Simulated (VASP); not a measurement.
Input of a VASP 6.6.1 run:

INCAR

```
SYSTEM = MgMnNbO4
PREC = Accurate
ENCUT = 600
EDIFF = 1E-6
ISMEAR = -1
SIGMA = 0.05
LREAL = .FALSE.
LASPH = .TRUE.
NELM = 200
ALGO = Normal
ISIF = 2
LWAVE = .FALSE.
LCHARG = .FALSE.
ISPIN = 2
MAGMOM = 0 4 0 0 0 0 0
LORBIT = 11
LMAXMIX = 4
GGA = PE
NBANDS = 39
GGA_COMPAT = .FALSE.
KPAR = 4
```

File KPOINTS:

```
Automatic mesh
0
G
  9 9 9
  0 0 0
```

File POSCAR:

```
MgMnNbO4
1.0
   -2.0991520287      2.1013661594      4.7761639930
    2.0991520287     -2.1013661594      4.7761639930
    2.0991520287      2.1013661594     -4.7761639930
Nb Mn Mg O
1 1 1 4
Direct
    0.0001230000      0.0001230000      0.0000000000
    0.7490940000      0.2490940000      0.5000000000
    0.2503950000      0.7503950000      0.5000000000
    0.7755000000      0.7755000000      0.0000000000
    0.0128660000      0.5128660000      0.5000000000
    0.2247700000      0.2247700000      0.0000000000
    0.4872520000      0.9872520000      0.5000000000
```

Potentials or basis: VASP PAW PBE potentials, release 64 (Nb_sv, Mn_pv, Mg, O).

Run with:

```sh
$ cat potpaw_PBE.64/Nb_sv/POTCAR potpaw_PBE.64/Mn_pv/POTCAR potpaw_PBE.64/Mg/POTCAR potpaw_PBE.64/O/POTCAR > POTCAR
$ mpirun -np 4 vasp_std > vasp.out
```

**Question.** Estimate the largest force.

**Answer.** 0.149 eV/Å.

**Question.** Predict the site moments.

**Answer.** Nb -0.65; Mn +4.24; Mg +0.00; O +0.04, +0.07 μB.

**Question.** Predict the net moment.

**Answer.** 3.87 μB per cell.

Forces on the atoms (eV/Å):
```
Nb   0.000  0.000  0.020
Mn   0.000  0.000 -0.039
Mg   0.000  0.000  0.006
O    0.000  0.000  0.149
O    0.000  0.000  0.077
O    0.000  0.000 -0.141
O    0.000  0.000 -0.071
```

Caveat: a cell with one magnetic atom can't hold antiferromagnetic order, which such compounds often take.
